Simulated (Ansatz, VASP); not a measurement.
**One calculation of Na2Hf2Cd, two programs**

```
Na Hf Cd
1.0
    -2.66323    2.66323    6.61180
     2.66323   -2.66323    6.61180
     2.66323    2.66323   -6.61180
Na Hf Cd
2 2 1
Cartesian
  0.0000 2.6632 3.3059
  2.6632 0.0000 3.3059
  0.0000 2.6632 0.0000
  2.6632 0.0000 0.0000
  0.0000 0.0000 0.0000
```

Alike in both runs: functional PBE; k mesh 5 × 5 × 5; occupations gaussian, width 0.2 eV; no spin polarisation.

Ansatz relaxed the structure, and its values are those at the end. VASP's run is a single point on that final structure, the one shown.

|  | VASP | Ansatz |
| --- | --- | --- |
| version | VASP 6.6.1 | Ansatz 0.2.0 |
| potentials or method | VASP PAW PBE potentials, release 64 (Na_pv, Hf_pv, Cd), cutoff 520 eV | scalar-relativistic, plane waves, PAW |
| valence electrons in the cell | 46 | 90 |

|  | VASP | Ansatz | Ansatz less VASP |
| --- | --- | --- | --- |
| gap on the k mesh at the Fermi level (eV) | none | none | - |
| pressure (GPa) | 0.1 | 0.1 | +0.07 |

A gap of «none» marks a metal or a gap that the smearing closes. The functional is the same, so the differences come from potentials, cutoffs and numerics. VASP's potentials hold 46 valence electrons a cell and Ansatz's 90, so a difference there can come from the potentials and not from the codes.

Neither program's run includes spin-orbit coupling.
